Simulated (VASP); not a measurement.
# S (Fm-3m) in VASP: a series of runs

S is run at these levels: r2SCAN; tasks: relaxation of cell and atoms.

Program: VASP 6.6.1. These are calculated values, not measurements. Logs are shortened: lines on timing, memory, paths and dates and some standing lists are left out, and cuts for length are marked.

**1. The cell of the first run**

The structure is cubic, space group Fm-3m (No. 225). Conventional cell: a = 4.200 Å, b = 4.200 Å, c = 4.200 Å, α = 90.00°, β = 90.00°, γ = 90.00°. Within 3.9 Å of S (site symmetry m-3m) lie 12 S at 2.97 Å.

This isn't the form of S at room conditions, which is orthorhombic, of S8 rings.

**2. Relaxation of cell and atoms, r2SCAN, target pressure 15 GPa, at which the enthalpy is minimised**

Input file POSCAR:

```
S
1.0
    0.0000000000      2.1000000000      2.1000000000
    2.1000000000      0.0000000000      2.1000000000
    2.1000000000      2.1000000000      0.0000000000
S
1
Direct
    0.0000000000      0.0000000000      0.0000000000
```

Input file INCAR.step1:

```
ALGO = Normal
EDIFF = 1E-5
EDIFFG = -0.005
ENCUT = 550
GGA = PE
GGA_COMPAT = F
IBRION = 2
ISIF = 3
ISMEAR = 1
LASPH = T
LCHARG = F
LREAL = F
LWAVE = T
NELM = 120
NELMIN = 4
NSW = 100
PREC = Accurate
SIGMA = 0.05
```

Input file INCAR.step2:

```
ALGO = Normal
EDIFF = 1E-7
EDIFFG = -0.01
ENCUT = 550
GGA_COMPAT = F
IBRION = 2
ISIF = 3
ISMEAR = 1
ISTART = 1
LASPH = T
LCHARG = F
LMIXTAU = T
LREAL = F
LWAVE = F
METAGGA = R2SCAN
NELM = 120
NELMIN = 4
NSW = 80
PREC = Accurate
PSTRESS = 150.0
SIGMA = 0.05
```

Input file KPOINTS:

```
k-points
0
Gamma
  7 7 7
```

Potentials or basis: VASP PAW PBE potentials, release 64 (S).

Launch:

```
$ cat potpaw_PBE.64/S/POTCAR > POTCAR
$ cp INCAR.step1 INCAR
$ mpirun -np 1 vasp_std > vasp.out
$ cp INCAR.step2 INCAR
$ mpirun -np 1 vasp_std > vasp.out
```

OUTCAR:

```text
EDIFF = 1E-7
   EDIFFG = -0.01
   ENCUT = 550
   IBRION = 2
   ISIF = 3
   ISMEAR = 1
   ISTART = 1
   LASPH = T
   LREAL = F
   METAGGA = R2SCAN
   NELM = 120
   NELMIN = 4
   NSW = 80
   PREC = Accurate
   PSTRESS = 150.0

 ion  position               nearest neighbor table
   1  0.000  0.000  0.000-

  LATTYP: Found a face centered cubic cell.
 ALAT       =     4.2000000000

  Lattice vectors:

 A1 = (   0.0000000000,   2.1000000000,   2.1000000000)
 A2 = (   2.1000000000,   0.0000000000,   2.1000000000)
 A3 = (   2.1000000000,   2.1000000000,   0.0000000000)

Analysis of symmetry for initial positions (statically):
=====================================================================
 Subroutine PRICEL returns:
 Original cell was already a primitive cell.

 Routine SETGRP: Setting up the symmetry group for a
 face centered cubic supercell.

 Subroutine GETGRP returns: Found 48 space group operations
 (whereof 48 operations were pure point group operations)
 out of a pool of 48 trial point group operations.

The static configuration has the point symmetry O_h .

Analysis of symmetry for dynamics (positions and initial velocities):
=====================================================================
 Subroutine PRICEL returns:
 Original cell was already a primitive cell.

 Routine SETGRP: Setting up the symmetry group for a
 face centered cubic supercell.

 Subroutine GETGRP returns: Found 48 space group operations
 (whereof 48 operations were pure point group operations)
 out of a pool of 48 trial point group operations.

The dynamic configuration has the point symmetry O_h .

 Subroutine INISYM returns: Found 48 space group operations
 (whereof 48 operations are pure point group operations),
 and found     1 'primitive' translations

----------------------------------------------------------------------------------------

                                     Primitive cell

  volume of cell :      18.5220

  direct lattice vectors                    reciprocal lattice vectors
     0.000000000  2.100000000  2.100000000    -0.238095238  0.238095238  0.238095238
     2.100000000  0.000000000  2.100000000     0.238095238 -0.238095238  0.238095238
     2.100000000  2.100000000  0.000000000     0.238095238  0.238095238 -0.238095238

  length of vectors
     2.969848481  2.969848481  2.969848481     0.412393049  0.412393049  0.412393049

  position of ions in fractional coordinates (direct lattice)
     0.000000000  0.000000000  0.000000000

  ion indices of the primitive-cell ions
   primitive index   ion index
                 1           1

----------------------------------------------------------------------------------------

 KPOINTS: k-points

Automatic generation of k-mesh.
 Grid dimensions read from file:
 generate k-points for:    7    7    7

 Generating k-lattice:

  Cartesian coordinates                     Fractional coordinates (reciprocal lattice)
    -0.034013605  0.034013605  0.034013605     0.142857143  0.000000000  0.000000000
     0.034013605 -0.034013605  0.034013605     0.000000000  0.142857143  0.000000000
     0.034013605  0.034013605 -0.034013605     0.000000000  0.000000000  0.142857143

  Length of vectors
     0.058913293  0.058913293  0.058913293

  Shift w.r.t. Gamma in fractional coordinates (k-lattice)
     0.000000000  0.000000000  0.000000000

 Subroutine IBZKPT returns following result:
 ===========================================

 Found     20 irreducible k-points:

 Following reciprocal coordinates:
            Coordinates               Weight
  0.000000  0.000000  0.000000      1.000000
  0.142857  0.000000  0.000000      8.000000
  0.285714  0.000000  0.000000      8.000000
  0.428571  0.000000  0.000000      8.000000
  0.142857  0.142857  0.000000      6.000000
  0.285714  0.142857  0.000000     24.000000
[... 12 lines left out ...]
 -0.428571  0.428571  0.142857     24.000000
 -0.285714  0.428571  0.142857     24.000000
   k-points           NKPTS =     20   k-points in BZ     NKDIM =     20   number of bands    NBANDS=      7
   number of dos      NEDOS =    301   number of ions     NIONS =      1
   total plane-waves  NPLWV =  13824
   dimension x,y,z NGX =    24 NGY =   24 NGZ =   24
   dimension x,y,z NGXF=    48 NGYF=   48 NGZF=   48
   ions per type =               1
   NGX,Y,Z   is equivalent  to a cutoff of  13.43, 13.43, 13.43 a.u.
   NGXF,Y,Z  is equivalent  to a cutoff of  26.87, 26.87, 26.87 a.u.
 SYSTEM =  unknown system
   PREC   = accura    normal or accurate (medium, high low for compatibility)
   ISTART =      1    job   : 0-new  1-cont  2-samecut
   ICHARG =      0    charge: 1-file 2-atom 10-const
   ISPIN  =      1    spin polarized calculation?
   LNONCOLLINEAR =      F non collinear calculations
   LSORBIT =      F    spin-orbit coupling
   LASPH  =      T    aspherical Exc in radial PAW
   ENCUT  =  550.0 eV  40.42 Ry    6.36 a.u.   5.68  5.68  5.68*2*pi/ulx,y,z
[... 30 lines left out ...]
   LEPSILON=     F    determine dielectric tensor
   LRPA    =     F    only Hartree local field effects (RPA)
 conjugate gradient relaxation of ions
 non-spin polarized calculation
 Methfessel and Paxton  Order N= 1 SIGMA  =   0.05
  energy-cutoff  :      550.00
  volume of cell :       18.52
 maximum number of plane-waves:       553
   NGX = 11   NGY = 11   NGZ = 11

--------------------------------------- Ionic step        1  -------------------------------------------

 number of electron       5.9999999 magnetization

 Free energy of the ion-electron system (eV)
  ---------------------------------------------------
  ext. energy  EPLUGINS =         0.00000000
  ---------------------------------------------------
  free energy    TOTEN  =        -6.45861610 eV

  energy without entropy =       -6.45676607  energy(sigma->0) =       -6.45799942

------------------------ aborting loop because EDIFF is reached ----------------------------------------

  FORCE on cell =-STRESS in cart. coord.  units (eV):
  Direction    XX          YY          ZZ          XY          YZ          ZX
  --------------------------------------------------------------------------------------
  -------------------------------------------------------------------------------------
  Total       -0.9928496     -0.9928496     -0.9928496      0.0000000      0.0000000      0.0000000
  in kB      -85.8827915    -85.8827915    -85.8827915      0.0000000      0.0000000      0.0000000
  external PRESSURE =    -235.8827915 kB  Pullay stress =     150.0000000 kB

 VOLUME and BASIS-vectors are now :
 -----------------------------------------------------------------------------
  energy-cutoff  :      550.00
  volume of cell :       18.52
      direct lattice vectors                 reciprocal lattice vectors
     0.000000000  2.100000000  2.100000000    -0.238095238  0.238095238  0.238095238
     2.100000000  0.000000000  2.100000000     0.238095238 -0.238095238  0.238095238
     2.100000000  2.100000000  0.000000000     0.238095238  0.238095238 -0.238095238
[... 7 lines left out ...]
  FREE ENERGIE OF THE ION-ELECTRON SYSTEM (eV)
  ---------------------------------------------------
  free  energy   TOTEN  =        -6.4586160964 eV

  energy  without entropy=       -6.4567660660  energy(sigma->0) =       -6.45799942

  enthalpy is  TOTEN    =        -4.7245383835 eV   P V=        1.7340777129

--------------------------------------- Ionic step        2  -------------------------------------------

 number of electron       6.0000000 magnetization

 E-fermi :  11.5243     XC(G=0): -13.3043

 val. band max:       11.4979191553   @ k =  -0.4286   0.1429   0.0000
 cond. band min:      11.6230053271   @ k =   0.4286   0.2857   0.0000
 fundamental gap:      0.1250861718
 Fermi energy:        11.5243010369

 k-point     1 :       0.0000    0.0000    0.0000
  band No.  band energies     occupation
      1      -9.0859      2.00000
      2      16.8801      0.00000
      3      16.8801      0.00000
      4      16.8801      0.00000
      5      24.4356      0.00000
      6      24.4356      0.00000
      7      24.4356      0.00000

 k-point     2 :       0.1429    0.0000    0.0000
  band No.  band energies     occupation
      1      -8.4339      2.00000
      2      13.3303      0.00000
      3      16.2753      0.00000
      4      16.2753      0.00000
      5      24.2002      0.00000
      6      25.4853      0.00000
      7      25.4853      0.00000
[... 206 lines left out ...]
  FREE ENERGIE OF THE ION-ELECTRON SYSTEM (eV)
  ---------------------------------------------------
  free  energy   TOTEN  =        -6.1413079472 eV

  energy  without entropy=       -6.1416768341  energy(sigma->0) =       -6.14143091

  enthalpy is  TOTEN    =        -5.0055214536 eV   P V=        1.1357864936

--------------------------------------- Ionic step        3  -------------------------------------------

 number of electron       5.9999999 magnetization

 Free energy of the ion-electron system (eV)
  ---------------------------------------------------
  ext. energy  EPLUGINS =         0.00000000
  ---------------------------------------------------
  free energy    TOTEN  =        -6.44306820 eV

  energy without entropy =       -6.44035703  energy(sigma->0) =       -6.44216448

 E-fermi :   9.1395     XC(G=0): -12.4784

 val. band max:        9.1322290625   @ k =  -0.4286   0.2857   0.1429
 cond. band min:       9.5151696029   @ k =  -0.4286   0.2857   0.0000
 fundamental gap:      0.3829405404
 Fermi energy:         9.1394527415

 k-point     1 :       0.0000    0.0000    0.0000
  band No.  band energies     occupation
      1      -9.6842      2.00000
      2      13.3374      0.00000
      3      13.3374      0.00000
      4      13.3374      0.00000
      5      21.9241      0.00000
      6      21.9241      0.00000
      7      21.9241      0.00000

 k-point     2 :       0.1429    0.0000    0.0000
  band No.  band energies     occupation
      1      -9.1138      2.00000
      2      10.4592      0.00000
      3      12.8920      0.00000
      4      12.8920      0.00000
      5      21.3955      0.00000
      6      22.7626      0.00000
      7      22.7626      0.00000
[... 200 lines left out ...]
 POSITION                                       TOTAL-FORCE (eV/Angst)
 -----------------------------------------------------------------------------------
      0.00000      0.00000      0.00000         0.000000     -0.000000     -0.000000
 -----------------------------------------------------------------------------------
    total drift:                                0.000000     -0.000000     -0.000000

  FREE ENERGIE OF THE ION-ELECTRON SYSTEM (eV)
  ---------------------------------------------------
  free  energy   TOTEN  =        -6.4430682039 eV

  energy  without entropy=       -6.4403570338  energy(sigma->0) =       -6.44216448

  enthalpy is  TOTEN    =        -5.1308862287 eV   P V=        1.3121819751

 reached required accuracy - stopping structural energy minimisation
```

Wall time 39 s (1 thread of Intel Xeon Platinum 8375C at 2.90GHz (Ice Lake), shared host); peak memory 0.13 GiB.

Results:

```
Free energy                                                : -6.4431 eV
Relaxed volume                                             : 14.02 Å³/atom
Relaxed cell                                               : a = 2.706 Å, b = 2.706 Å, c = 2.706 Å, α = 60.00°, β = 60.00°, γ = 60.00°
Space group after relaxing (to 0.1 Å)                      : Fm-3m (No. 225)
Energy change on relaxing (the run minimises the enthalpy) : +15.5 meV/atom
Ionic steps                                                : 3
Pressure after relaxing                                    : 15.0 GPa
Band gap on the k mesh                                     : zero (bands 3 and 4 overlap by 6.17 eV)
```

Step by step:
```csv
step,energy change (eV),largest force (eV/Å),pressure (GPa),volume (Å³)
1,0.0000,0.0000,-8.59,18.52
2,0.3173,0.0000,39.24,12.13
3,0.0155,0.0000,15.02,14.02
```

Final structure:
```
CELL_PARAMETERS angstrom
0.00000 1.91364 1.91364
1.91364 0.00000 1.91364
1.91364 1.91364 0.00000
ATOMIC_POSITIONS crystal
S 0.00000 0.00000 0.00000
```

Levels at points of the mesh, in eV from the Fermi level:
| k point | band 1 | band 2 | band 3 | band 4 | band 5 | band 6 |
| --- | --- | --- | --- | --- | --- | --- |
| (0.00, 0.00, 0.00) | -18.82 | 4.20 | 4.20 | 4.20 | 12.78 | 12.78 |

Caveat: the k points lie up to 0.41 Å⁻¹ apart in the final cell, too coarse for converged energies and pressures of a metal; the cell is relaxed towards a set pressure, so the run minimises the enthalpy, not the energy; the volume moved by over 15 % at a fixed basis, so the end points are rough; the PAW data sets were made with another functional, which shifts forces and pressure a little.

**3. Relaxation of cell and atoms, r2SCAN, target pressure 30 GPa, at which the enthalpy is minimised**

POSCAR is that of step 2.

Input file INCAR.step1:

```
SYSTEM = S
  PREC = Accurate
  ENCUT = 550
  ISMEAR = 1
  SIGMA = 0.05
  LREAL = .FALSE.
  LASPH = .TRUE.
  NELM = 120
  GGA = PE
  ALGO = Normal
  EDIFF = 1E-5
  LWAVE = .TRUE.
  LCHARG = .FALSE.
  GGA_COMPAT = .FALSE.
  IBRION = 2
  ISIF = 3
  EDIFFG = -0.005
  NELMIN = 4
  NSW = 100
```

Input file INCAR.step2:

```
SYSTEM = S
  PREC = Accurate
  ENCUT = 550
  EDIFF = 1E-7
  ISMEAR = 1
  SIGMA = 0.05
  LREAL = .FALSE.
  LASPH = .TRUE.
  NELM = 120
  ALGO = Normal
  ISIF = 3
  LWAVE = .FALSE.
  LCHARG = .FALSE.
  METAGGA = R2SCAN
  LMIXTAU = .TRUE.
  IBRION = 2
  NSW = 80
  EDIFFG = -0.01
  PSTRESS = 300.0
  ISTART = 1
  GGA_COMPAT = .FALSE.
  NELMIN = 4
```

Input file KPOINTS:

```
Automatic mesh
0
G
  7 7 7
  0 0 0
```

Potentials or basis: VASP PAW PBE potentials, release 64 (S).

Launch:

```
$ cat potpaw_PBE.64/S/POTCAR > POTCAR
$ cp INCAR.step1 INCAR
$ mpirun -np 1 vasp_std > vasp.out
$ cp INCAR.step2 INCAR
$ mpirun -np 1 vasp_std > vasp.out
```

It took 63 s on 1 thread of Intel Xeon Platinum 8375C at 2.90GHz (Ice Lake), shared host; peak memory 0.14 GiB.

The run converged. Its results:

```yaml
Free_energy: -6.2658 eV
Relaxed_volume: 12.71 Å³/atom
Relaxed_cell: a = 2.620 Å, b = 2.620 Å, c = 2.620 Å, α = 60.00°, β = 60.00°, γ = 60.00°
Space_group_after_relaxing_to_0.1_Å: Fm-3m (No. 225)
Energy_change_on_relaxing_the_run_minimises_the_enthalpy: +192.8 meV/atom
Ionic_steps: 7
Pressure_after_relaxing: 30.0 GPa
Band_gap_on_the_k_mesh: zero (bands 3 and 4 overlap by 7.25 eV)
```

The path:
| step | energy change (eV) | largest force (eV/Å) | pressure (GPa) | volume (Å³) |
| --- | --- | --- | --- | --- |
| 1 | 0.0000 | 0.0000 | -8.59 | 18.52 |
| 2 | 1.9456 | 0.0000 | 144.71 | 8.95 |
| 3 | 0.1347 | 0.0000 | 25.11 | 13.05 |
| 4 | 0.1798 | 0.0000 | 28.91 | 12.78 |
| 5 | 0.1985 | 0.0000 | 30.48 | 12.68 |
| 6 | 0.1865 | 0.0000 | 29.48 | 12.74 |
| 7 | 0.1928 | 0.0000 | 30.01 | 12.71 |

Final structure:
```xyz
1
Lattice="0.0000 1.8523 1.8523 1.8523 0.0000 1.8523 1.8523 1.8523 0.0000" Properties=species:S:1:pos:R:3 pbc="T T T"
S     0.0000    0.0000    0.0000
```

Levels at points of the mesh, in eV from the Fermi level:
```csv
k point,band 1,band 2,band 3,band 4,band 5,band 6,band 7
"(0.00, 0.00, 0.00)",-19.99,4.97,4.97,4.97,12.89,12.89,12.89
```

Caveat: the k points lie up to 0.42 Å⁻¹ apart in the final cell, too coarse for converged energies and pressures of a metal; the cell is relaxed towards a set pressure, so the run minimises the enthalpy, not the energy; the volume moved by over 15 % at a fixed basis, so the end points are rough; the PAW data sets were made with another functional, which shifts forces and pressure a little.

**4. Relaxation of cell and atoms, r2SCAN, target pressure 45 GPa, at which the enthalpy is minimised**

POSCAR is that of step 3.

Input file INCAR.step1:

```
PREC = Accurate ; ENCUT = 550
ISMEAR = 1 ; SIGMA = 0.05
LREAL = F ; LASPH = T
NELM = 120 ; GGA = PE
ALGO = Normal ; EDIFF = 1E-5
LWAVE = T ; LCHARG = F
GGA_COMPAT = F ; IBRION = 2
ISIF = 3 ; EDIFFG = -0.005
NELMIN = 4 ; NSW = 100
```

Input file INCAR.step2:

```
PREC = Accurate ; ENCUT = 550
EDIFF = 1E-7 ; ISMEAR = 1
SIGMA = 0.05 ; LREAL = F
LASPH = T ; NELM = 120
ALGO = Normal ; ISIF = 3
LWAVE = F ; LCHARG = F
METAGGA = R2SCAN ; LMIXTAU = T
IBRION = 2 ; NSW = 80
EDIFFG = -0.01 ; PSTRESS = 450.0
ISTART = 1 ; GGA_COMPAT = F
NELMIN = 4
```

Input file KPOINTS:

```
regular mesh
0
Gamma
  7 7 7
```

Launch:

```
$ cat potpaw_PBE.64/S/POTCAR > POTCAR
$ cp INCAR.step1 INCAR
$ mpirun -np 1 vasp_std > vasp.out
$ cp INCAR.step2 INCAR
$ mpirun -np 1 vasp_std > vasp.out
```

Run time: 1.9 min. Hardware: 1 thread of Intel Xeon Platinum 8375C at 2.90GHz (Ice Lake), shared host; peak memory 0.14 GiB.

It converged, with:

```
Free energy                                                : -6.0658 eV
Relaxed volume                                             : 11.84 Å³/atom
Relaxed cell                                               : a = 2.559 Å, b = 2.559 Å, c = 2.559 Å, α = 60.00°, β = 60.00°, γ = 60.00°
Space group after relaxing (to 0.1 Å)                      : Fm-3m (No. 225)
Energy change on relaxing (the run minimises the enthalpy) : +392.9 meV/atom
Ionic steps                                                : 16
Pressure after relaxing                                    : 45.0 GPa
Band gap on the k mesh                                     : zero (bands 3 and 4 overlap by 8.13 eV)
```

Step by step:
```csv
step,energy change (eV),largest force (eV/Å),pressure (GPa),volume (Å³)
1,0.0000,0.0000,-8.59,18.52
2,5.9530,0.0000,410.12,6.38
3,0.1839,0.0000,29.20,12.76
4,0.3149,0.0000,39.05,12.14
5,0.4010,0.0000,45.58,11.82
6,0.3691,0.0000,43.24,11.93
7,0.3703,0.0000,43.33,11.93
8,0.3738,0.0000,43.59,11.91
9,0.3738,0.0000,43.59,11.91
10,0.3740,0.0000,43.60,11.91
11,0.3743,0.0000,43.62,11.91
12,0.3748,0.0000,43.67,11.91
13,0.3760,0.0000,43.75,11.90
14,0.3784,0.0000,43.92,11.90
15,0.3832,0.0000,44.28,11.88
16,0.3929,0.0000,44.99,11.84
```

Final structure:
```yaml
crystal:
  lattice:
    - [0.00000, 1.80921, 1.80921]
    - [1.80921, 0.00000, 1.80921]
    - [1.80921, 1.80921, 0.00000]
  atoms:
    - { symbol: S, position: [0.00000, 0.00000, 0.00000] }
```

Levels at points of the mesh, in eV from the Fermi level:
```csv
k point,band 1,band 2,band 3,band 4,band 5,band 6,band 7
"(0.00, 0.00, 0.00)",-20.97,5.53,5.53,5.53,12.90,12.90,12.90
```

Caveat: the k points lie up to 0.43 Å⁻¹ apart in the final cell, too coarse for converged energies and pressures of a metal; the cell is relaxed towards a set pressure, so the run minimises the enthalpy, not the energy; the volume moved by over 15 % at a fixed basis, so the end points are rough; the PAW data sets were made with another functional, which shifts forces and pressure a little.

**5. Overview**

| cell | gap on the mesh (eV) | pressure (GPa) |
| --- | --- | --- |
| relaxed to 15 GPa | none | 15.0 |
| relaxed to 30 GPa | none | 30.0 |
| relaxed to 45 GPa | none | 45.0 |

Alike in all rows: task relaxation of cell and atoms; level r2SCAN; potentials or basis VASP PAW PBE potentials, release 64 (S); no spin polarisation; k mesh 7 × 7 × 7; cutoff (eV) 550; smearing methfessel-paxton 0.05 eV.

Caveats: all runs use coarse meshes; the cell is relaxed towards a set pressure, so the run minimises the enthalpy, not the energy; the volume moved by over 15 % at a fixed basis, so the end points are rough; the PAW data sets were made with another functional, which shifts forces and pressure a little.

Absolute energies hang on the potentials; compare differences alone.

The gap in the log of VASP goes by the Fermi energy; the results here count the filled bands.